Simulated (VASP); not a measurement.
# CdS (Hawleyite) (F-43m) in VASP: further runs, part 2 of 2

VASP 6.6.1. The steps go on from the part before.

### Step 3. Relaxation of the atoms, r2SCAN

This run uses another cell than the first one, of 26.93 Å³/atom, 1.019 times its volume.

The input, POSCAR:

```
CdS
1.0
    0.0000000000      2.9975644600      2.9975644600
    2.9975644600      0.0000000000      2.9975644600
    2.9975644600      2.9975644600      0.0000000000
Cd S
1 1
Direct
    0.0000000000      0.0000000000      0.0000000000
    0.2500000000      0.2500000000      0.2500000000
```

The input, INCAR.step1:

```
  PREC = Accurate
  ENCUT = 520
  ISMEAR = -1
  SIGMA = 0.02
  LREAL = False
  LASPH = True
  NELM = 100
  GGA = PE
  ALGO = Normal
  EDIFF = 1E-4
  LWAVE = True
  LCHARG = False
```

The input, INCAR.step2:

```
  PREC = Accurate
  ENCUT = 520
  EDIFF = 1E-6
  ISMEAR = -1
  SIGMA = 0.02
  LREAL = False
  LASPH = True
  NELM = 100
  ALGO = Normal
  ISIF = 2
  LWAVE = False
  LCHARG = False
  METAGGA = R2SCAN
  LMIXTAU = True
  IBRION = 2
  NSW = 50
  EDIFFG = -0.01
  ISTART = 1
```

The input, KPOINTS:

```
regular mesh
0
Gamma
  8 8 8
```

Potentials or basis: VASP PAW PBE potentials, release 64 (Cd, S).

The run is started by

```
$ cat potpaw_PBE.64/Cd/POTCAR potpaw_PBE.64/S/POTCAR > POTCAR
$ cp INCAR.step1 INCAR
$ mpirun -np 1 vasp_std > vasp.out
$ cp INCAR.step2 INCAR
$ mpirun -np 1 vasp_std > vasp.out
```

OUTCAR:

```text
PREC = Accurate
   ENCUT = 520
   EDIFF = 1E-6
   ISMEAR = -1
   LREAL = False
   LASPH = True
   NELM = 100
   ISIF = 2
   METAGGA = R2SCAN
   IBRION = 2
   NSW = 50
   EDIFFG = -0.01
   ISTART = 1

 ion  position               nearest neighbor table
   1  0.000  0.000  0.000-   2 2.60   2 2.60   2 2.60   2 2.60
   2  0.250  0.250  0.250-   1 2.60   1 2.60   1 2.60   1 2.60

  LATTYP: Found a face centered cubic cell.
 ALAT       =     5.9951289200

  Lattice vectors:

 A1 = (   0.0000000000,   2.9975644600,   2.9975644600)
 A2 = (   2.9975644600,   0.0000000000,   2.9975644600)
 A3 = (   2.9975644600,   2.9975644600,   0.0000000000)

Analysis of symmetry for initial positions (statically):
=====================================================================
 Subroutine PRICEL returns:
 Original cell was already a primitive cell.

 Routine SETGRP: Setting up the symmetry group for a
 face centered cubic supercell.

 Subroutine GETGRP returns: Found 24 space group operations
 (whereof 24 operations were pure point group operations)
 out of a pool of 48 trial point group operations.

[... 168 lines left out ...]

 k-point     1 :       0.0000    0.0000    0.0000
  band No.  band energies     occupation
      1     -12.0108      2.00000
      2      -7.3311      2.00000
      3      -7.3310      2.00000
      4      -7.3310      2.00000
      5      -6.9292      2.00000
      6      -6.9292      2.00000
      7       0.3798      2.00000
      8       0.3798      2.00000
      9       0.3798      2.00000
     10       1.7775      0.00000
     11       7.4555      0.00000
     12       7.4555      0.00000
     13       7.4555      0.00000
[... 354 lines left out ...]
  band No.  band energies     occupation
      1     -11.6008      2.00000
      2      -7.1883      2.00000
      3      -7.1610      2.00000
      4      -6.9468      2.00000
      5      -6.9070      2.00000
      6      -6.5191      2.00000
      7      -3.3343      2.00000
      8      -1.3345      2.00000
      9      -0.6851      2.00000
     10       4.9924      0.00000
     11       6.5476      0.00000
     12       7.9308      0.00000
     13       9.0830      0.00000

 [... further k-points ...]
[... 5 lines left out ...]
  --------------------------------------------------------------------------------------
  -------------------------------------------------------------------------------------
  Total       -0.9778932     -0.9778932     -0.9778932     -0.0000000      0.0000000      0.0000000
  in kB      -29.0848235    -29.0848235    -29.0848235     -0.0000000      0.0000000      0.0000000
  external PRESSURE =     -29.0848235 kB  Pullay stress =       0.0000000 kB

 VOLUME and BASIS-vectors are now :
 -----------------------------------------------------------------------------
  energy-cutoff  :      520.00
  volume of cell :       53.87
      direct lattice vectors                 reciprocal lattice vectors
     0.000000000  2.997564460  2.997564460    -0.166802084  0.166802084  0.166802084
     2.997564460  0.000000000  2.997564460     0.166802084 -0.166802084  0.166802084
     2.997564460  2.997564460  0.000000000     0.166802084  0.166802084 -0.166802084

 POSITION                                       TOTAL-FORCE (eV/Angst)
 -----------------------------------------------------------------------------------
      0.00000      0.00000      0.00000        -0.000000      0.000000     -0.000000
      1.49878      1.49878      1.49878         0.000000     -0.000000      0.000000
 -----------------------------------------------------------------------------------
    total drift:                               -0.000000     -0.000000     -0.000000

  FREE ENERGIE OF THE ION-ELECTRON SYSTEM (eV)
  ---------------------------------------------------
  free  energy   TOTEN  =       -29.6593999649 eV

  energy  without entropy=      -29.6593999649  energy(sigma->0) =      -29.65939996

 reached required accuracy - stopping structural energy minimisation
```

Run time: 51 s. Hardware: 1 thread of Intel Xeon Platinum 8259CL at 2.50GHz (Skylake/Cascade Lake), shared host; peak memory 0.19 GiB.

Results:

```
Free energy             : -29.6594 eV
Pressure after relaxing : -2.9 GPa
Band gap on the k mesh  : 1.40 eV, direct
```

Final structure:
```yaml
crystal:
  lattice:
    - [0.00000, 2.99756, 2.99756]
    - [2.99756, 0.00000, 2.99756]
    - [2.99756, 2.99756, 0.00000]
  atoms:
    - { symbol: Cd, position: [0.00000, 0.00000, 0.00000] }
    - { symbol: S, position: [0.25000, 0.25000, 0.25000] }
```

Levels at points of the mesh, in eV from the valence-band top:
| k point | band 5 | band 6 | band 7 | band 8 | band 9 | band 10 | band 11 | band 12 | band 13 |
| --- | --- | --- | --- | --- | --- | --- | --- | --- | --- |
| (0.00, 0.00, 0.00) | -7.31 | -7.31 | 0.00 | 0.00 | 0.00 | 1.40 | 7.08 | 7.08 | 7.08 |
| (0.50, 0.00, 0.00) | -7.28 | -6.99 | -3.98 | -0.65 | -0.65 | 3.33 | 7.46 | 7.46 | 7.62 |
| (0.50, 0.50, 0.00) | -7.24 | -6.93 | -3.62 | -1.65 | -1.65 | 3.96 | 4.63 | 9.41 | 11.03 |

Caveat: the relaxation stopped at its first step, so nothing moved; the PAW data sets were made with another functional, which shifts forces and pressure a little. r2SCAN opens gaps a little over a GGA but as a rule still falls short of measured ones.

### Step 4. Relaxation of the atoms, r2SCAN

This run uses another cell than the first one, of 24.90 Å³/atom, 0.942 times its volume.

The input, POSCAR:

```
CdS
1.0
    0.0000000000      2.9201731300      2.9201731300
    2.9201731300      0.0000000000      2.9201731300
    2.9201731300      2.9201731300      0.0000000000
Cd S
1 1
Direct
    0.0000000000      0.0000000000      0.0000000000
    0.2500000000      0.2500000000      0.2500000000
```

The input, INCAR.step1:

```
SYSTEM = CdS
ALGO = Normal ; EDIFF = 1E-4
ENCUT = 520 ; GGA = PE
ISMEAR = -1 ; LASPH = .True.
LCHARG = .False. ; LREAL = .False.
LWAVE = .True. ; NELM = 80
PREC = Accurate ; SIGMA = 0.02
```

The input, INCAR.step2:

```
SYSTEM = CdS
ALGO = Normal ; EDIFF = 1E-6
EDIFFG = -0.01 ; ENCUT = 520
IBRION = 2 ; ISIF = 2
ISMEAR = -1 ; ISTART = 1
LASPH = .True. ; LCHARG = .False.
LMIXTAU = .True. ; LREAL = .False.
LWAVE = .False. ; METAGGA = R2SCAN
NELM = 80 ; NSW = 50
PREC = Accurate ; SIGMA = 0.02
```

The input, KPOINTS:

```
k-points
0
Gamma
  8 8 8
  0 0 0
```

The run is started by

```
$ cat potpaw_PBE.64/Cd/POTCAR potpaw_PBE.64/S/POTCAR > POTCAR
$ cp INCAR.step1 INCAR
$ mpirun -np 1 vasp_std > vasp.out
$ cp INCAR.step2 INCAR
$ mpirun -np 1 vasp_std > vasp.out
```

Run time: 30 s. Hardware: 1 thread of Intel Xeon 6975P-C (Granite Rapids), shared host; peak memory 0.18 GiB.

It converged, with:

```yaml
Free_energy: -29.6803 eV
Pressure_after_relaxing: 1.6 GPa
Band_gap_on_the_k_mesh: 1.58 eV, direct
```

Final structure:
```xyz
2
Lattice="0.0000 2.9202 2.9202 2.9202 0.0000 2.9202 2.9202 2.9202 0.0000" Properties=species:S:1:pos:R:3 pbc="T T T"
Cd    0.0000    0.0000    0.0000
S     1.4601    1.4601    1.4601
```

Levels at points of the mesh, in eV from the valence-band top:
```csv
k point,band 7,band 8,band 9,band 10,band 11,band 12
"(0.00, 0.00, 0.00)",0.00,0.00,0.00,1.58,7.08,7.08
"(0.50, 0.00, 0.00)",-4.44,-0.76,-0.76,3.47,7.48,7.48
"(0.50, 0.50, 0.00)",-3.96,-1.91,-1.91,3.85,4.75,9.78
```

Caveat: the relaxation stopped at its first step, so nothing moved; the PAW data sets were made with another functional, which shifts forces and pressure a little. r2SCAN opens gaps a little over a GGA but as a rule still falls short of measured ones.

### Step 5. The runs side by side

| cell | gap on the mesh (eV) | pressure (GPa) |
| --- | --- | --- |
| atoms relaxed from a = 4.212 Å, angles 60.0°, 2 atoms | 1.44 | -2.0 |
| atoms relaxed from a = 4.239 Å, angles 60.0°, 2 atoms | 1.40 | -2.9 |
| atoms relaxed from a = 4.130 Å, angles 60.0°, 2 atoms | 1.58 | 1.6 |

Alike in all rows: task relaxation of the atoms; level r2SCAN; potentials or basis VASP PAW PBE potentials, release 64 (Cd, S); no spin polarisation; k mesh 8 × 8 × 8; cutoff (eV) 520; smearing fermi-dirac 0.02 eV.

Caveats: the relaxation stopped at its first step, so nothing moved; the PAW data sets were made with another functional, which shifts forces and pressure a little.

Total energies depend on the potentials used, so only differences within one code and one set of settings carry meaning.
